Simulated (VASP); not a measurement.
Input of a VASP 6.6.1 run:

The input INCAR:

```
  ALGO = Normal
  DIPOL = 0.5 0.5 0.500
  EDIFF = 1E-6
  ENCUT = 520
  GGA = PE
  IDIPOL = 3
  ISIF = 2
  ISMEAR = -1
  LASPH = True
  LCHARG = False
  LDIPOL = True
  LREAL = False
  LWAVE = False
  NBANDS = 28
  NELM = 60
  PREC = Accurate
  SIGMA = 0.1
```

File KPOINTS:

```
k-points
0
Gamma
  13 13 1
```

POSCAR

```
Mo
1.0
    2.7373676503      0.0000000000      0.0000000000
   -0.9124558834      2.5808149708      0.0000000000
    0.0000000000      0.0000000000     20.4701000000
Mo
3
Direct
    0.0000000000      0.0000000000      0.3908138540
    0.5000000000      0.5000000000      0.5000000000
    0.0000000000      0.0000000000      0.6091861460
```

Potentials or basis: VASP PAW PBE potentials, release 64 (Mo_sv).

Command:

```bash
$ cat potpaw_PBE.64/Mo_sv/POTCAR > POTCAR
$ mpirun -np 1 vasp_std > vasp.out
```

Q: Estimate the largest force.

A: 0.585 eV/Å.

Q: What does it give for the band gap on the k mesh?

A: Zero (band 21 reaches 2.23 eV, above the bottom of band 22 at 0.30 eV).

Forces on the atoms (eV/Å):
```
Mo   0.000  0.000  0.585
Mo   0.000  0.000  0.000
Mo   0.000  0.000 -0.585
```
